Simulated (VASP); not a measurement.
Set up this calculation in VASP 6.6.1, as the native input.

```
Task                   : single point
Functional             : PBE
Potentials or basis    : VASP PAW PBE potentials, release 64 (B, Pd)
Cutoff                 : 520 eV
k mesh                 : 6 × 6 × 4
Occupations            : gaussian, width 0.1 eV
Spin                   : no spin polarisation
Dipole correction      : no
Further INCAR settings : ALGO = Normal; EDIFF = 1e-07; NBANDS = 30
```

The structure of BPd4 lies in POSCAR:

```
BPd4
1.0
    5.4520178404      0.0000000000      0.0000000000
   -2.7260089202      4.7215859517      0.0000000000
    0.0000000000      0.0000000000      2.7661746797
B Pd
1 4
Direct
    0.6666666667      0.3333333333      1.0624409127
    0.4970795734      0.5029204266      0.5624513189
    0.4970795734     -0.0058408532      0.5624513189
    1.0058408532      0.5029204266      0.5624513189
    0.0000000000      0.0000000000      0.0624989605
```

The cell was built from a structure type or drawn by symmetry, and may not be a known phase.

One way to write it, as run:

INCAR

```
PREC     = Accurate       # precision mode
ENCUT    = 520            # plane-wave cutoff, eV
EDIFF    = 1E-7           # SCF threshold, eV
ISMEAR   = 0              # smearing method
SIGMA    = 0.1            # smearing width, eV
LREAL    = F              # projectors in reciprocal space
LASPH    = T              # aspherical terms in the spheres
NELM     = 60             # most SCF steps
ALGO     = Normal         # electronic algorithm
ISIF     = 2              # what is computed and relaxed
LWAVE    = F              # write WAVECAR
LCHARG   = T              # write CHGCAR
GGA      = PE             # functional
LELF     = T              # ELF
LVHAR    = T            
NBANDS   = 30             # bands
```

KPOINTS

```
regular mesh
0
Gamma
  6 6 4
```

Potentials or basis: VASP PAW PBE potentials, release 64 (B, Pd).

Launch:

```sh
$ cat potpaw_PBE.64/B/POTCAR potpaw_PBE.64/Pd/POTCAR > POTCAR
$ mpirun -np 1 vasp_std > vasp.out
```

It gave:

```
Pressure               : 0.0 GPa
Largest force          : 0.037 eV/Å
Band gap on the k mesh : zero (an odd number of electrons rules out a gap without spin polarisation)
```

Caveat: the k points lie up to 0.57 Å⁻¹ apart, too coarse for converged energies and pressures of a metal.

Wall time 59 s on 1 thread of Intel(R) Xeon(R) 6975P-C (Granite Rapids), on a shared host, peak memory 0.21 GiB.
